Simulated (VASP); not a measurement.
Runs of VASP 6.6.1 on TiB6. The structure is that of space group P6/mmm (No. 191), or close to it. The cells are those of the table. 

```tsv
task	cell	k mesh	cutoff (eV)	gap on the mesh (eV)	pressure (GPa)	relaxed volume (Å³/atom)	largest force (eV/Å)
relaxation of cell and atoms	relaxed from a = 4.702, b = 4.702, c = 3.998 Å, angles 90.0, 90.0, 120.0°, 7 atoms	6 × 6 × 4	600	none	-0.4	9.18	0.02
relaxation of cell and atoms	relaxed from a = 5.404, b = 5.404, c = 2.504 Å, angles 90.0, 90.0, 120.0°, 7 atoms	9 × 9 × 14	600	none	-0.1	9.08	0.01
single point	a = 5.366, b = 5.366, c = 2.570 Å, angles 90.0, 90.0, 120.0°, 7 atoms	6 × 6 × 4	520	none	(a)	-	0.01
single point	a = 5.392, b = 5.392, c = 2.524 Å, angles 90.0, 90.0, 120.0°, 7 atoms	9 × 9 × 14	520	none	-0.1	-	0.01
```

Alike in all rows: level PBE+D3(BJ); potentials or basis VASP PAW PBE potentials, release 64 (Ti_sv, B); no spin polarisation; smearing gaussian 0.1 eV.

Task: Estimate the missing entries.

Result: (a) 0.0.

Caveats: some runs use coarse meshes; pairwise dispersion overbinds metals, which lowers pressure and volume; the volume moved by over 15 % at a fixed basis, so the end points are rough (some runs).

A gap of «none» marks levels without a gap at the run's occupations.
